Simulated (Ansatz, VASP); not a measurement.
BN in VASP and in Ansatz

Contents of POSCAR:

```
BN
1.0
    0.0000000000      3.3465304924      2.1985375917
    1.2713490116      0.0000000000      2.1985375917
    1.2713490116      3.3465304924      0.0000000000
B N
1 1
Direct
    0.0001138439      0.0001138439      0.9998861561
    0.6665861461      0.6665861461      0.3334138539
```

INCAR.step1

```
  ALGO = Normal
  EDIFF = 1E-4
  ENCUT = 520
  GGA = PE
  ISMEAR = 0
  LASPH = T
  LCHARG = F
  LREAL = F
  LWAVE = T
  NBANDS = 11
  NELM = 60
  PREC = Accurate
  SIGMA = 0.01
```

File INCAR.step2:

```
  ALGO = Normal
  EDIFF = 1E-6
  ENCUT = 520
  ISIF = 2
  ISMEAR = 0
  ISTART = 1
  LASPH = T
  LCHARG = T
  LELF = T
  LMIXTAU = T
  LREAL = F
  LVHAR = T
  LWAVE = F
  METAGGA = R2SCAN
  NBANDS = 11
  NELM = 60
  PREC = Accurate
  SIGMA = 0.01
```

The input KPOINTS:

```
k-points
0
Gamma
  12 12 12
```

Input for Ansatz:

```yaml
crystal:
  lattice:
    - [0.0, 3.3465304924, 2.1985375917]
    - [1.2713490116, 0.0, 2.1985375917]
    - [1.2713490116, 3.3465304924, 0.0]
  atoms:
    - { symbol: B, position: [0.0001138439, 0.0001138439, 0.9998861561] }
    - { symbol: "N", position: [0.6665861461, 0.6665861461, 0.3334138539] }
kpoints:
  mp_grid: { grid: [12, 12, 12] }
  band_path:
    path:
      - [0.0, 0.0, 0.0]
      - [0.5, 0.0, 0.5]
      - [1.0, 0.5, 0.5]
      - [0.5, 0.5, 0.0]
      - [0.0, 0.3696802579, 0.3696802579]
      - [1.0, 0.6303197421, 0.6303197421]
      - [0.5, 0.297518017, 0.797518017]
      - [0.5, 0.702481983, 0.202481983]
      - [0.5, 0.5, 0.5]
      - [0.0, 0.3327122321, 0.3327122321]
      - [0.5, 0.361979, -0.138021]
    npoints: 1
hamiltonian:
  xc: r2scan
scf:
  occupations: { method: fixed }
  n_extra_bands: 4
output:
  forces: true
  stress: true
  eigenvalues: true
```

Change from the starting cell: hydrostatic strain +1.6%.

Alike in both runs: task single point; functional r2SCAN; k mesh 12 × 12 × 12; no spin polarisation.

|  | VASP | Ansatz |
| --- | --- | --- |
| version | VASP 6.6.1 | Ansatz 0.2.0 |
| potentials or method | VASP PAW PBE potentials, release 64 (B, N) | plane waves, PAW |
| plane-wave cutoff (eV) | 520 | 500 |
| occupations | gaussian, width 0.01 eV | fixed |
| valence electrons in the cell | 8 | 8 |

|  | VASP | Ansatz | Ansatz less VASP |
| --- | --- | --- | --- |
| gap on the k mesh at the Fermi level (eV) | 4.06 | 4.04 | -0.023 |
| pressure (GPa) | -10.3 | -10.6 | -0.37 |
| traceless stress, the component that is largest in VASP (GPa) | 11.02 | 11.63 | +0.610 |

VASP's potentials were made for PBE, not for r2SCAN.
